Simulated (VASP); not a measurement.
# Al2Cu (P4/mmm) in VASP: notebook, part 2 of 2

VASP 6.6.1.

## 4. Single point, PBE

This run uses another cell than the first one, of 15.24 Å³/atom, 1.005 times its volume.

INCAR

```
PREC = Accurate ; ENCUT = 520
EDIFF = 1E-6 ; ISMEAR = 0
SIGMA = 0.15 ; LREAL = False
LASPH = True ; NELM = 100
ALGO = Normal ; ISIF = 2
LWAVE = False ; LCHARG = False
GGA = PE ; NBANDS = 16
```

KPOINTS

```
regular mesh
0
Gamma
  10 10 14
```

POSCAR

```
Al2Cu
1.0
    3.9288000000      0.0000000000      0.0000000000
    0.0000000000      3.9288000000      0.0000000000
    0.0000000000      0.0000000000      2.9617000000
Al Cu
2 1
Direct
    0.5000000000      0.0000000000      0.5000000000
    0.0000000000      0.5000000000      0.5000000000
    0.0000000000      0.0000000000      0.0000000000
```

Potentials or basis: VASP PAW PBE potentials, release 64 (Al, Cu).

Command:

```console
$ cat potpaw_PBE.64/Al/POTCAR potpaw_PBE.64/Cu/POTCAR > POTCAR
$ mpirun -np 1 vasp_std > vasp.out
```

OUTCAR:

```text
PREC = Accurate
   ENCUT = 520
   EDIFF = 1E-6
   ISMEAR = 0
   LREAL = False
   LASPH = True
   NELM = 100
   ISIF = 2
   GGA = PE

 ion  position               nearest neighbor table
   1  0.500  0.000  0.500-   3 2.46   3 2.46   3 2.46   3 2.46   2 2.78   2 2.78   2 2.78   2 2.78

   2  0.000  0.500  0.500-   3 2.46   3 2.46   3 2.46   3 2.46   1 2.78   1 2.78   1 2.78   1 2.78

   3  0.000  0.000  0.000-   1 2.46   2 2.46   1 2.46   2 2.46   2 2.46   2 2.46   1 2.46   1 2.46

  LATTYP: Found a simple tetragonal cell.
 ALAT       =     3.9288000000
 C/A-ratio  =     0.7538434127

  Lattice vectors:

 A1 = (   3.9288000000,   0.0000000000,   0.0000000000)
 A2 = (   0.0000000000,   3.9288000000,   0.0000000000)
 A3 = (   0.0000000000,   0.0000000000,   2.9617000000)

Analysis of symmetry for initial positions (statically):
=====================================================================
 Subroutine PRICEL returns:
 Original cell was already a primitive cell.

 Routine SETGRP: Setting up the symmetry group for a
 simple tetragonal supercell.

 Subroutine GETGRP returns: Found 16 space group operations
 (whereof 16 operations were pure point group operations)
 out of a pool of 16 trial point group operations.

The static configuration has the point symmetry D_4h.

Analysis of symmetry for dynamics (positions and initial velocities):
=====================================================================
 Subroutine PRICEL returns:
 Original cell was already a primitive cell.

 Routine SETGRP: Setting up the symmetry group for a
 simple tetragonal supercell.

 Subroutine GETGRP returns: Found 16 space group operations
 (whereof 16 operations were pure point group operations)
 out of a pool of 16 trial point group operations.

The dynamic configuration has the point symmetry D_4h.

 Subroutine INISYM returns: Found 16 space group operations
 (whereof 16 operations are pure point group operations),
 and found     1 'primitive' translations

----------------------------------------------------------------------------------------

                                     Primitive cell

  volume of cell :      45.7152

  direct lattice vectors                    reciprocal lattice vectors
     3.928800000  0.000000000  0.000000000     0.254530645  0.000000000  0.000000000
     0.000000000  3.928800000  0.000000000     0.000000000  0.254530645  0.000000000
     0.000000000  0.000000000  2.961700000     0.000000000  0.000000000  0.337643921

  length of vectors
     3.928800000  3.928800000  2.961700000     0.254530645  0.254530645  0.337643921

  position of ions in fractional coordinates (direct lattice)
     0.500000000  0.000000000  0.500000000
     0.000000000  0.500000000  0.500000000
     0.000000000  0.000000000  0.000000000

  ion indices of the primitive-cell ions
   primitive index   ion index
                 1           1
                 2           2
                 3           3

----------------------------------------------------------------------------------------

 KPOINTS: regular mesh

Automatic generation of k-mesh.
 Grid dimensions read from file:
 generate k-points for:   10   10   14

 Generating k-lattice:

  Cartesian coordinates                     Fractional coordinates (reciprocal lattice)
     0.025453065  0.000000000  0.000000000     0.100000000  0.000000000  0.000000000
     0.000000000  0.025453065  0.000000000     0.000000000  0.100000000  0.000000000
     0.000000000  0.000000000  0.024117423     0.000000000  0.000000000  0.071428571

  Length of vectors
     0.025453065  0.025453065  0.024117423

  Shift w.r.t. Gamma in fractional coordinates (k-lattice)
     0.000000000  0.000000000  0.000000000

 Subroutine IBZKPT returns following result:
 ===========================================

 Found    168 irreducible k-points:

 Following reciprocal coordinates:
            Coordinates               Weight
  0.000000  0.000000  0.000000      1.000000
  0.100000  0.000000  0.000000      4.000000
  0.200000  0.000000  0.000000      4.000000
  0.300000  0.000000  0.000000      4.000000
  0.400000  0.000000  0.000000      4.000000
  0.500000  0.000000  0.000000      2.000000
[... 16 lines left out ...]
  0.100000  0.000000  0.071429      8.000000
  0.200000  0.000000  0.071429      8.000000
 [... further k-points ...]
   k-points           NKPTS =    168   k-points in BZ     NKDIM =    168   number of bands    NBANDS=     16
   number of dos      NEDOS =    301   number of ions     NIONS =      3
   total plane-waves  NPLWV =  21600
   dimension x,y,z NGX =    30 NGY =   30 NGZ =   24
   dimension x,y,z NGXF=    60 NGYF=   60 NGZF=   48
   ions per type =               2   1
   NGX,Y,Z   is equivalent  to a cutoff of  12.69, 12.69, 13.47 a.u.
   NGXF,Y,Z  is equivalent  to a cutoff of  25.39, 25.39, 26.94 a.u.
 SYSTEM =  unknown system
   PREC   = accura    normal or accurate (medium, high low for compatibility)
   ISTART =      0    job   : 0-new  1-cont  2-samecut
   ICHARG =      2    charge: 1-file 2-atom 10-const
   ISPIN  =      1    spin polarized calculation?
   LNONCOLLINEAR =      F non collinear calculations
   LSORBIT =      F    spin-orbit coupling
   LASPH  =      T    aspherical Exc in radial PAW
   ENCUT  =  520.0 eV  38.22 Ry    6.18 a.u.   7.30  7.30  5.51*2*pi/ulx,y,z
   NELM   =    100;   NELMIN=  2; NELMDL= -5     # of ELM steps
   EDIFF  = 0.1E-05   stopping-criterion for ELM
   LREAL  =      F    real-space projection
   EDIFFG = 0.1E-04   stopping-criterion for IOM
   NSW    =      0    number of steps for IOM
   IBRION =     -1    ionic relax: 0-MD 1-quasi-New 2-CG
   NFREE  =      0    steps in history (QN), initial steepest desc. (CG)
   ISIF   =      2    stress and relaxation
   ISYM   =      2    0-nonsym 1-usesym 2-fastsym
   POTIM  = 0.5000    time-step for ionic-motion
   TEBEG  =    0.0;   TEEND  =   0.0 temperature during run
   PSTRESS=    0.0 pullay stress
   NELECT =      17.0000    total number of electrons
   NUPDOWN=      -1.0000    fix difference up-down
   EMIN   =  10.00;   EMAX   =-10.00  energy-range for DOS
   EFERMI =   0.00;   METHOD = LEGACY
   ISMEAR =     0;   SIGMA  =   0.15  broadening in eV -4-tet -1-fermi 0-gaus
   EFERMI_NEDOS =   21; number of points for ismear=-14 and -15
   IALGO  =     38    algorithm
   IMIX   =      4    mixing-type and parameters
     AMIX     =   0.40;   BMIX     =  1.00
     AMIX_MAG =   1.60;   BMIX_MAG =  1.00
  volume/ion in A,a.u.               =      15.24       102.83
  Fermi-wavevector in a.u.,A,eV,Ry     =   1.177256  2.224691 18.856739  1.385931
  Thomas-Fermi vector in A             =   2.313606
   LORBIT       =      0    0 simple, 1 ext, 2 COOP (PROOUT), +10 PAW based schemes
   GGA     = PE    functional components
   LHFCALC =     F    Hartree Fock is set to
   AEXX    =    0.0000 exact exchange contribution
   IVDW    =     0    specifies the selected vdW correction
   LEPSILON=     F    determine dielectric tensor
   LRPA    =     F    only Hartree local field effects (RPA)
 non-spin polarized calculation
 Gauss-broadening in eV      SIGMA  =   0.15
  energy-cutoff  :      520.00
  volume of cell :       45.72
 maximum number of plane-waves:      1254
 NGX is ok and might be reduce to    30
   NGX = 15   NGY = 15   NGZ = 11

 number of electron      17.0000019 magnetization

 Free energy of the ion-electron system (eV)
  ---------------------------------------------------
  ext. energy  EPLUGINS =         0.00000000
  ---------------------------------------------------
  free energy    TOTEN  =       -11.16669272 eV

  energy without entropy =      -11.15570092  energy(sigma->0) =      -11.16119682

 E-fermi :   7.6784     XC(G=0): -10.6560

 val. band max:        7.6711325867   @ k =   0.2000   0.1000   0.3571
 cond. band min:       7.6829786162   @ k =   0.4000   0.2000   0.1429
 fundamental gap:      0.0118460295
 Fermi energy:         7.6783894108

 k-point     1 :       0.0000    0.0000    0.0000
  band No.  band energies     occupation
      1      -3.1296      2.00000
      2       2.3431      2.00000
      3       2.6861      2.00000
      4       3.4261      2.00000
      5       3.4747      2.00000
      6       3.4747      2.00000
[... 8 lines left out ...]
     15      15.3782      0.00000
     16      19.9372      0.00000
[... 419 lines left out ...]
 k-point    24 :       0.2000    0.0000    0.0714
  band No.  band energies     occupation
      1      -2.6756      2.00000
      2       2.0838      2.00000
      3       2.6684      2.00000
      4       3.3370      2.00000
      5       3.3654      2.00000
      6       3.4192      2.00000
[... 8 lines left out ...]
     15      17.4870      0.00000
     16      18.9941      0.00000

 [... further k-points ...]
[... 5 lines left out ...]
  --------------------------------------------------------------------------------------
  -------------------------------------------------------------------------------------
  Total        2.9635168      2.9635168      0.6458083      0.0000000      0.0000000      0.0000000
  in kB      103.8620913    103.8620913     22.6335840      0.0000000      0.0000000      0.0000000
  external PRESSURE =      76.7859222 kB  Pullay stress =       0.0000000 kB

 VOLUME and BASIS-vectors are now :
 -----------------------------------------------------------------------------
  energy-cutoff  :      520.00
  volume of cell :       45.72
      direct lattice vectors                 reciprocal lattice vectors
     3.928800000  0.000000000  0.000000000     0.254530645  0.000000000  0.000000000
     0.000000000  3.928800000  0.000000000     0.000000000  0.254530645  0.000000000
     0.000000000  0.000000000  2.961700000     0.000000000  0.000000000  0.337643921

 POSITION                                       TOTAL-FORCE (eV/Angst)
 -----------------------------------------------------------------------------------
      1.96440      0.00000      1.48085         0.000000      0.000000      0.000000
      0.00000      1.96440      1.48085         0.000000      0.000000      0.000000
      0.00000      0.00000      0.00000         0.000000      0.000000      0.000000
 -----------------------------------------------------------------------------------
    total drift:                                0.000000      0.000000      0.000000

  FREE ENERGIE OF THE ION-ELECTRON SYSTEM (eV)
  ---------------------------------------------------
  free  energy   TOTEN  =       -11.1666927227 eV

  energy  without entropy=      -11.1557009247  energy(sigma->0) =      -11.16119682
```

stdout:

```text
POSCAR found type information on POSCAR AlCu
 POSCAR found :  2 types and       3 ions
 scaLAPACK will be used
 LDA part: xc-table for (Slater+PW92), standard interpolation
 POSCAR, INCAR and KPOINTS ok, starting setup
 FFT: planning ... GRIDC
 FFT: planning ... GRID_SOFT
 FFT: planning ... GRID
 WAVECAR not read
 entering main loop
```

Run time: 45 s. Hardware: 1 thread of Intel Xeon 6975P-C (Granite Rapids), shared host; peak memory 0.24 GiB.

Results:

```
Free energy : -11.1667 eV
Pressure    : 7.7 GPa
```

## 5. The runs side by side

```csv
cell,gap on the mesh (eV),pressure (GPa)
"a = 4.025, b = 4.025, c = 2.808 Å, 3 atoms",none,8.1
"a = 3.833, b = 3.833, c = 3.115 Å, 3 atoms",none,8.7
"a = 3.929, b = 3.929, c = 2.962 Å, 3 atoms",none,7.7
```

Alike in all rows: task single point; level PBE; potentials or basis VASP PAW PBE potentials, release 64 (Al, Cu); no spin polarisation; k mesh 10 × 10 × 14; cutoff (eV) 520; smearing gaussian 0.15 eV.

Total energies depend on the potentials used, so only differences within one code and one set of settings carry meaning.
